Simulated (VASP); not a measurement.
# Mo (Im-3m) in VASP: a series of runs

Mo is run at these levels: PBE+D3(BJ); tasks: single point.

Everything below comes from runs of VASP 6.6.1. Logs are shortened: lines on timing, memory, paths and dates and some standing lists are left out, and cuts for length are marked.

**1. The cell of the first run**

Symmetry: Im-3m, No. 229, cubic system. The conventional cell has a = 3.130 Å, b = 3.130 Å, c = 3.130 Å, α = 90.00°, β = 90.00°, γ = 90.00°. Mo (site symmetry m-3m) has 14 Mo at 2.71 to 3.13 Å within 3.6 Å.

**2. Single point, PBE+D3(BJ)**

Contents of INCAR:

```
SYSTEM = Mo
PREC = Accurate ; ENCUT = 500
EDIFF = 1E-6 ; ISMEAR = 0
SIGMA = 0.1 ; LREAL = .False.
LASPH = .True. ; NELM = 120
ALGO = Normal ; ISIF = 2
LWAVE = .False. ; LCHARG = .False.
GGA = PE ; IVDW = 12
NBANDS = 13 ; GGA_COMPAT = .False.
```

Contents of KPOINTS:

```
regular mesh
0
Gamma
  8 8 8
  0 0 0
```

Contents of POSCAR:

```
Mo
1.0
   -1.5650000000      1.5650000000      1.5650000000
    1.5650000000     -1.5650000000      1.5650000000
    1.5650000000      1.5650000000     -1.5650000000
Mo
1
Direct
    0.0000000000      0.0000000000      0.0000000000
```

Potentials or basis: VASP PAW PBE potentials, release 64 (Mo_sv).

Started as:

```
$ cat potpaw_PBE.64/Mo_sv/POTCAR > POTCAR
$ mpirun -np 1 vasp_std > vasp.out
```

OUTCAR:

```text
SYSTEM = Mo
   PREC = Accurate
   ENCUT = 500
   EDIFF = 1E-6
   ISMEAR = 0
   LREAL = .False.
   LASPH = .True.
   NELM = 120
   ISIF = 2
   GGA = PE
   IVDW = 12
 IVDW          = 12

 ion  position               nearest neighbor table
   1  0.000  0.000  0.000-

  LATTYP: Found a body centered cubic cell.
 ALAT       =     3.1300000000

  Lattice vectors:

 A1 = (  -1.5650000000,   1.5650000000,   1.5650000000)
 A2 = (   1.5650000000,  -1.5650000000,   1.5650000000)
 A3 = (   1.5650000000,   1.5650000000,  -1.5650000000)

Analysis of symmetry for initial positions (statically):
=====================================================================
 Subroutine PRICEL returns:
 Original cell was already a primitive cell.

 Routine SETGRP: Setting up the symmetry group for a
 body centered cubic supercell.

 Subroutine GETGRP returns: Found 48 space group operations
 (whereof 48 operations were pure point group operations)
 out of a pool of 48 trial point group operations.

The static configuration has the point symmetry O_h .

Analysis of symmetry for dynamics (positions and initial velocities):
=====================================================================
 Subroutine PRICEL returns:
 Original cell was already a primitive cell.

 Routine SETGRP: Setting up the symmetry group for a
 body centered cubic supercell.

 Subroutine GETGRP returns: Found 48 space group operations
 (whereof 48 operations were pure point group operations)
 out of a pool of 48 trial point group operations.

The dynamic configuration has the point symmetry O_h .

 Subroutine INISYM returns: Found 48 space group operations
 (whereof 48 operations are pure point group operations),
 and found     1 'primitive' translations

----------------------------------------------------------------------------------------

                                     Primitive cell

  volume of cell :      15.3321

  direct lattice vectors                    reciprocal lattice vectors
    -1.565000000  1.565000000  1.565000000     0.000000000  0.319488818  0.319488818
     1.565000000 -1.565000000  1.565000000     0.319488818  0.000000000  0.319488818
     1.565000000  1.565000000 -1.565000000     0.319488818  0.319488818  0.000000000

  length of vectors
     2.710659514  2.710659514  2.710659514     0.451825419  0.451825419  0.451825419

  position of ions in fractional coordinates (direct lattice)
     0.000000000  0.000000000  0.000000000

  ion indices of the primitive-cell ions
   primitive index   ion index
                 1           1

----------------------------------------------------------------------------------------

 KPOINTS: regular mesh

Automatic generation of k-mesh.
 Grid dimensions read from file:
 generate k-points for:    8    8    8

 Generating k-lattice:

  Cartesian coordinates                     Fractional coordinates (reciprocal lattice)
     0.000000000  0.039936102  0.039936102     0.125000000  0.000000000  0.000000000
     0.039936102  0.000000000  0.039936102     0.000000000  0.125000000  0.000000000
     0.039936102  0.039936102  0.000000000     0.000000000  0.000000000  0.125000000

  Length of vectors
     0.056478177  0.056478177  0.056478177

  Shift w.r.t. Gamma in fractional coordinates (k-lattice)
     0.000000000  0.000000000  0.000000000

 Subroutine IBZKPT returns following result:
 ===========================================

 Found     29 irreducible k-points:

 Following reciprocal coordinates:
            Coordinates               Weight
  0.000000  0.000000  0.000000      1.000000
  0.125000  0.000000  0.000000     12.000000
  0.250000  0.000000  0.000000     12.000000
  0.375000  0.000000  0.000000     12.000000
  0.500000  0.000000  0.000000      6.000000
  0.125000  0.125000  0.000000     24.000000
[... 16 lines left out ...]
 -0.250000  0.250000  0.250000      6.000000
 -0.375000  0.375000  0.250000     24.000000
 [... further k-points ...]
   k-points           NKPTS =     29   k-points in BZ     NKDIM =     29   number of bands    NBANDS=     13
   number of dos      NEDOS =    301   number of ions     NIONS =      1
   total plane-waves  NPLWV =   8000
   dimension x,y,z NGX =    20 NGY =   20 NGZ =   20
   dimension x,y,z NGXF=    40 NGYF=   40 NGZF=   40
   ions per type =               1
   NGX,Y,Z   is equivalent  to a cutoff of  12.27, 12.27, 12.27 a.u.
   NGXF,Y,Z  is equivalent  to a cutoff of  24.53, 24.53, 24.53 a.u.
 SYSTEM =  Mo
   PREC   = accura    normal or accurate (medium, high low for compatibility)
   ISTART =      0    job   : 0-new  1-cont  2-samecut
   ICHARG =      2    charge: 1-file 2-atom 10-const
   ISPIN  =      1    spin polarized calculation?
   LNONCOLLINEAR =      F non collinear calculations
   LSORBIT =      F    spin-orbit coupling
   LASPH  =      T    aspherical Exc in radial PAW
   ENCUT  =  500.0 eV  36.75 Ry    6.06 a.u.   4.94  4.94  4.94*2*pi/ulx,y,z
   NELM   =    120;   NELMIN=  2; NELMDL= -5     # of ELM steps
   EDIFF  = 0.1E-05   stopping-criterion for ELM
   LREAL  =      F    real-space projection
   EDIFFG = 0.1E-04   stopping-criterion for IOM
   NSW    =      0    number of steps for IOM
   IBRION =     -1    ionic relax: 0-MD 1-quasi-New 2-CG
   NFREE  =      0    steps in history (QN), initial steepest desc. (CG)
   ISIF   =      2    stress and relaxation
   ISYM   =      2    0-nonsym 1-usesym 2-fastsym
   POTIM  = 0.5000    time-step for ionic-motion
   TEBEG  =    0.0;   TEEND  =   0.0 temperature during run
   PSTRESS=    0.0 pullay stress
   NELECT =      14.0000    total number of electrons
   NUPDOWN=      -1.0000    fix difference up-down
   EMIN   =  10.00;   EMAX   =-10.00  energy-range for DOS
   EFERMI =   0.00;   METHOD = LEGACY
   ISMEAR =     0;   SIGMA  =   0.10  broadening in eV -4-tet -1-fermi 0-gaus
   EFERMI_NEDOS =   21; number of points for ismear=-14 and -15
   IALGO  =     38    algorithm
   IMIX   =      4    mixing-type and parameters
     AMIX     =   0.40;   BMIX     =  1.00
     AMIX_MAG =   1.60;   BMIX_MAG =  1.00
  volume/ion in A,a.u.               =      15.33       103.47
  Fermi-wavevector in a.u.,A,eV,Ry     =   1.588241  3.001341 34.320841  2.522511
  Thomas-Fermi vector in A             =   2.687275
   LORBIT       =      0    0 simple, 1 ext, 2 COOP (PROOUT), +10 PAW based schemes
   GGA     = PE    functional components
   LHFCALC =     F    Hartree Fock is set to
   AEXX    =    0.0000 exact exchange contribution
   IVDW    =    12    specifies the selected vdW correction
   LEPSILON=     F    determine dielectric tensor
   LRPA    =     F    only Hartree local field effects (RPA)
 non-spin polarized calculation
 Gauss-broadening in eV      SIGMA  =   0.10
  energy-cutoff  :      500.00
  volume of cell :       15.33
 maximum number of plane-waves:       402
   NGX =  9   NGY =  9   NGZ =  9

 number of electron      13.9999998 magnetization

 Free energy of the ion-electron system (eV)
  ---------------------------------------------------
  ext. energy  EPLUGINS =         0.00000000
  ---------------------------------------------------
  free energy    TOTEN  =       -10.90044769 eV

  energy without entropy =      -10.89564876  energy(sigma->0) =      -10.89804823

 E-fermi :  12.7895     XC(G=0): -13.5008

 val. band max:       12.7590702766   @ k =  -0.2500   0.2500   0.1250
 cond. band min:      12.9515387846   @ k =   0.3750   0.0000   0.0000
 fundamental gap:      0.1924685081
 Fermi energy:        12.7895387405

 k-point     1 :       0.0000    0.0000    0.0000
  band No.  band energies     occupation
      1     -48.3805      2.00000
      2     -21.6005      2.00000
      3     -21.6005      2.00000
      4     -21.6005      2.00000
      5       5.6088      2.00000
      6      11.5035      2.00000
      7      11.5035      2.00000
      8      11.5035      2.00000
      9      14.6021      0.00000
     10      14.6021      0.00000
     11      27.7678      0.00000
     12      27.7678      0.00000
     13      27.7678      0.00000

 k-point     2 :       0.1250    0.0000    0.0000
  band No.  band energies     occupation
      1     -48.3395      2.00000
      2     -21.8325      2.00000
      3     -21.6721      2.00000
      4     -21.6024      2.00000
      5       6.2822      2.00000
      6      11.1283      2.00000
      7      11.4101      2.00000
      8      12.1609      2.00000
      9      14.1519      0.00000
     10      14.6198      0.00000
     11      28.2029      0.00000
     12      28.9308      0.00000
     13      28.9727      0.00000

 k-point     3 :       0.2500    0.0000    0.0000
  band No.  band energies     occupation
      1     -48.2392      2.00000
      2     -22.3709      2.00000
      3     -21.8413      2.00000
      4     -21.6070      2.00000
      5       7.5922      2.00000
      6      10.3379      2.00000
      7      11.3167      2.00000
      8      13.9854      0.00000
      9      14.0600      0.00000
     10      14.7664      0.00000
     11      27.8034      0.00000
     12      29.3161      0.00000
     13      32.0133      0.00000

 k-point     4 :       0.3750    0.0000    0.0000
  band No.  band energies     occupation
      1     -48.1370      2.00000
      2     -22.8830      2.00000
      3     -22.0060      2.00000
      4     -21.6118      2.00000
      5       7.6990      2.00000
      6       9.6639      2.00000
      7      12.9515      0.02196
      8      14.5849      0.00000
      9      15.0862      0.00000
     10      16.4052      0.00000
     11      25.8484      0.00000
     12      26.5730      0.00000
     13      32.7561      0.00000

 k-point     5 :       0.5000    0.0000    0.0000
  band No.  band energies     occupation
      1     -48.0942      2.00000
      2     -23.0884      2.00000
      3     -22.0729      2.00000
      4     -21.6139      2.00000
      5       7.4645      2.00000
      6       9.4102      2.00000
      7      14.6085      0.00000
      8      14.6413      0.00000
      9      15.2870      0.00000
     10      17.7849      0.00000
     11      24.8544      0.00000
     12      24.9077      0.00000
     13      30.5100      0.00000
[... 257 lines left out ...]
 k-point    22 :       0.2500    0.2500    0.2500
  band No.  band energies     occupation
      1     -48.0716      2.00000
      2     -22.3565      2.00000
      3     -22.3565      2.00000
      4     -22.3565      2.00000
      5      10.2413      2.00000
      6      10.2413      2.00000
      7      10.2413      2.00000
      8      15.4164      0.00000
      9      15.4164      0.00000
     10      22.7217      0.00000
     11      24.6686      0.00000
     12      24.6686      0.00000
     13      24.6686      0.00000

 k-point    23 :      -0.2500    0.2500    0.2500
  band No.  band energies     occupation
      1     -48.1184      2.00000
      2     -22.4000      2.00000
      3     -22.1033      2.00000
      4     -22.1033      2.00000
      5       9.1315      2.00000
      6      10.1392      2.00000
      7      12.2665      2.00000
      8      12.2665      2.00000
      9      13.7900      0.00000
     10      16.4453      0.00000
     11      28.2548      0.00000
     12      31.4605      0.00000
     13      31.8530      0.00000

 k-point    24 :      -0.3750    0.3750    0.2500
  band No.  band energies     occupation
      1     -48.0314      2.00000
      2     -22.7052      2.00000
      3     -22.2818      2.00000
      4     -22.1479      2.00000
      5       8.8663      2.00000
      6       9.4615      2.00000
      7      12.2585      2.00000
      8      13.1160      0.00000
      9      15.8656      0.00000
     10      18.0528      0.00000
     11      26.9690      0.00000
     12      29.0393      0.00000
     13      30.0418      0.00000

 [... further k-points ...]

------------------------ aborting loop because EDIFF is reached ----------------------------------------

 Edisp (eV)   -0.72843

 E8    (eV) :    -0.3434

  FORCE on cell =-STRESS in cart. coord.  units (eV):
  Direction    XX          YY          ZZ          XY          YZ          ZX
  --------------------------------------------------------------------------------------
  -------------------------------------------------------------------------------------
  Total       0.12092     0.12092     0.12092     0.00000     0.00000    -0.00000
  in kB      12.63604    12.63604    12.63604     0.00000     0.00000    -0.00000
  external pressure =       12.64 kB  Pullay stress =        0.00 kB

 VOLUME and BASIS-vectors are now :
 -----------------------------------------------------------------------------
  energy-cutoff  :      500.00
  volume of cell :       15.33
      direct lattice vectors                 reciprocal lattice vectors
    -1.565000000  1.565000000  1.565000000     0.000000000  0.319488818  0.319488818
     1.565000000 -1.565000000  1.565000000     0.319488818  0.000000000  0.319488818
     1.565000000  1.565000000 -1.565000000     0.319488818  0.319488818  0.000000000

 POSITION                                       TOTAL-FORCE (eV/Angst)
 -----------------------------------------------------------------------------------
      0.00000      0.00000      0.00000         0.000000      0.000000      0.000000
 -----------------------------------------------------------------------------------
    total drift:                                0.000000     -0.000000      0.000000

  FREE ENERGIE OF THE ION-ELECTRON SYSTEM (eV)
  ---------------------------------------------------
  free  energy   TOTEN  =       -11.6288763712 eV

  energy  without entropy=      -11.6240774412  energy(sigma->0) =      -11.62647691
```

It took 3 s on 1 thread of Intel Xeon 6975P-C (Granite Rapids), shared host; peak memory 0.13 GiB.

Results:

```
Free energy                : -11.6289 eV
Pressure                   : 1.3 GPa
Band gap on the k mesh     : zero (band 7 reaches 17.00 eV, above the bottom of band 8 at 11.50 eV)
Dispersion energy per atom : -0.728 eV
```

Levels at points of the mesh, in eV from the Fermi level:
```csv
k point,band 5,band 6,band 7,band 8,band 9,band 10
"(0.00, 0.00, 0.00)",-7.18,-1.29,-1.29,-1.29,1.81,1.81
"(0.50, 0.00, 0.00)",-5.33,-3.38,1.82,1.85,2.50,5.00
"(0.50, 0.50, 0.50)",-5.47,-5.47,4.21,4.21,4.21,9.33
```

Caveat: pairwise dispersion overbinds metals, which lowers pressure and volume.

(Continued in part 2 of 2.)
